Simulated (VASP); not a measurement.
A run of VASP 6.6.1:

INCAR

```
SYSTEM = Al4Ni
ALGO = Fast
EDIFF = 1E-6
EDIFFG = -0.04
ENCUT = 600
GGA = PE
IBRION = 2
ISIF = 3
ISMEAR = 0
ISPIN = 2
LASPH = .TRUE.
LCHARG = .FALSE.
LMAXMIX = 4
LORBIT = 11
LREAL = .FALSE.
LWAVE = .FALSE.
MAGMOM = 0 0 0 0 2
NELM = 150
NSW = 90
PREC = Accurate
SIGMA = 0.1
```

Contents of KPOINTS:

```
k-points
0
G
  6 6 6
  0 0 0
```

Contents of POSCAR:

```
Al4Ni
1.0
   -3.0606113900      3.0606113900      1.9357006000
    3.0606113900     -3.0606113900      1.9357006000
    3.0606113900      3.0606113900     -1.9357006000
Al Ni
4 1
Direct
    0.2000000000      0.6000000000      0.8000000000
    0.6000000000      0.8000000000      0.4000000000
    0.4000000000      0.2000000000      0.6000000000
    0.8000000000      0.4000000000      0.2000000000
    0.0000000000      0.0000000000      0.0000000000
```

Potentials or basis: VASP PAW PBE potentials, release 64 (Al, Ni).

The run is started by

```sh
$ cat potpaw_PBE.64/Al/POTCAR potpaw_PBE.64/Ni/POTCAR > POTCAR
$ mpirun -np 1 vasp_std > vasp.out
```

Hardware: 1 thread of Intel(R) Xeon(R) Platinum 8488C (Sapphire Rapids), with other jobs on the host.

Problem. Estimate the wall time of this run.

Solution. Wall time 7.2 min on 1 thread of Intel(R) Xeon(R) Platinum 8488C (Sapphire Rapids) (shared host), peak memory 0.33 GiB. Counts: scf iterations 50, k points 36, ion steps 4.
